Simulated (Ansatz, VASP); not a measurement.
**CsNi2 in VASP and in Ansatz**

```
Cs Ni
1.0
    -1.67697    1.67697    6.01901
     1.67697   -1.67697    6.01901
     1.67697    1.67697   -6.01901
Cs Ni
1 2
Cartesian
  0.0000 0.0000 0.0000
  0.0000 0.0000 3.2045
  0.0000 0.0000 8.8335
```

Alike in both runs: functional PBE; k mesh 8 × 8 × 8; occupations gaussian, width 0.1 eV; no spin polarisation.

Ansatz relaxed the structure, and its values are those at the end. VASP's run is a single point on that final structure, the one shown.

```csv
,VASP,Ansatz
version,VASP 6.6.1,Ansatz 0.2.0
potentials or method,"VASP PAW PBE potentials, release 64 (Cs_sv, Ni), cutoff 520 eV","scalar-relativistic, plane waves, PAW"
valence electrons in the cell,29,45
```

Ansatz gave:

- gap on the k mesh at the Fermi level (eV): none
- pressure (GPa): 0.0
- rms of the force components (eV/Å): 0.000

What did VASP give for the same quantities?

gap on the k mesh at the Fermi level (eV): none; pressure (GPa): 0.5; rms of the force components (eV/Å): 0.009.

A gap of «none» marks a metal or a gap that the smearing closes. With one functional, cell and mesh, what is left measures potentials, basis and numerics. VASP's potentials hold 29 valence electrons a cell and Ansatz's 45, so a difference there can come from the potentials and not from the codes.

Neither program's run includes spin-orbit coupling.
